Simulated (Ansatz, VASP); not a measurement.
InPd: VASP beside Ansatz

INCAR

```
PREC     = Accurate       # precision mode
ENCUT    = 520            # plane-wave cutoff, eV
EDIFF    = 1E-6           # SCF threshold, eV
ISMEAR   = 0              # smearing method
SIGMA    = 0.1            # smearing width, eV
LREAL    = F              # projectors in reciprocal space
LASPH    = T              # aspherical terms in the spheres
NELM     = 80             # most SCF steps
ALGO     = Normal         # electronic algorithm
ISIF     = 2              # what is computed and relaxed
LWAVE    = F              # write WAVECAR
LCHARG   = F              # write CHGCAR
GGA      = PE             # functional
NBANDS   = 18             # bands
```

KPOINTS

```
regular mesh
0
Gamma
  14 14 14
```

Contents of POSCAR:

```
InPd
1.0
    3.3700891428      0.0000000000      0.0000000000
    0.0000000000      3.3700891428      0.0000000000
    0.0000000000      0.0000000000      3.3700891428
In Pd
1 1
Direct
    0.0000000000      0.0000000000      0.0000000000
    0.5000000000      0.5000000000      0.5000000000
```

Input for Ansatz:

```yaml
crystal:
  lattice:
    - [3.3700891428, 0.0, 0.0]
    - [0.0, 3.3700891428, 0.0]
    - [0.0, 0.0, 3.3700891428]
  atoms:
    - { symbol: In, position: [0.0, 0.0, 0.0] }
    - { symbol: Pd, position: [0.5, 0.5, 0.5] }
basis:
  ecutwfc: 420
kpoints:
  mp_grid: { grid: [14, 14, 14] }
hamiltonian:
  xc: pbe
scf:
  occupations: { method: gaussian, width: 0.1 }
output:
  forces: true
  stress: true
  eigenvalues: true
```

Alike in both runs: task single point; functional PBE; k mesh 14 × 14 × 14; occupations gaussian, width 0.1 eV; no spin polarisation.

|  | VASP | Ansatz |
| --- | --- | --- |
| version | VASP 6.6.1 | Ansatz 0.2.0 |
| potentials or method | VASP PAW PBE potentials, release 64 (In_d, Pd), cutoff 520 eV | scalar-relativistic, plane waves, PAW |
| valence electrons in the cell | 23 | 31 |

|  | VASP | Ansatz | Ansatz less VASP |
| --- | --- | --- | --- |
| gap on the k mesh at the Fermi level (eV) | none | none | - |
| pressure (GPa) | -5.4 | -5.4 | +0.01 |

A gap of «none» marks a metal or a gap that the smearing closes. With one functional, cell and mesh, what is left measures potentials, basis and numerics. VASP's potentials hold 23 valence electrons a cell and Ansatz's 31, so a difference there can come from the potentials and not from the codes.
